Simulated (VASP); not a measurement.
Write the native input for VASP 6.6.1 that does the following.

```
Task                   : single point
Functional             : PBE
Potentials or basis    : VASP PAW PBE potentials, release 64 (Ge_d)
Cutoff                 : 520 eV
k mesh                 : 11 × 11 × 10
Occupations            : gaussian, width 0.022 eV
Spin                   : no spin polarisation
Dipole correction      : no
Further INCAR settings : ALGO = Normal; EDIFF = 1e-06; NBANDS = 13
```

The structure of Ge lies in POSCAR:

```
Ge
1.0
    1.3971490000     -2.6005160000      0.0000000000
    1.3971490000      2.6005160000      0.0000000000
    0.0000000000      0.0000000000      2.6982310000
Ge
1
Direct
    0.5000000000      0.5000000000      0.0000000000
```

The input as run:

INCAR

```
PREC = Accurate
ENCUT = 520
EDIFF = 1E-6
ISMEAR = 0
SIGMA = 0.022
LREAL = False
LASPH = True
NELM = 60
ALGO = Normal
ISIF = 2
LWAVE = False
LCHARG = True
GGA = PE
LELF = True
LVHAR = True
NBANDS = 13
```

KPOINTS

```
regular mesh
0
Gamma
  11 11 10
```

Potentials or basis: VASP PAW PBE potentials, release 64 (Ge_d).

The run is started by

```sh
$ cat potpaw_PBE.64/Ge_d/POTCAR > POTCAR
$ mpirun -np 1 vasp_std > vasp.out
```

It gave:

```yaml
Pressure: -0.8 GPa
Band_gap_on_the_k_mesh: zero (bands 7 and 8 overlap by 9.06 eV)
```

Run time: 51 s on 1 thread of Intel Xeon 8259CL, with other jobs on the host, peak memory 0.17 GiB.
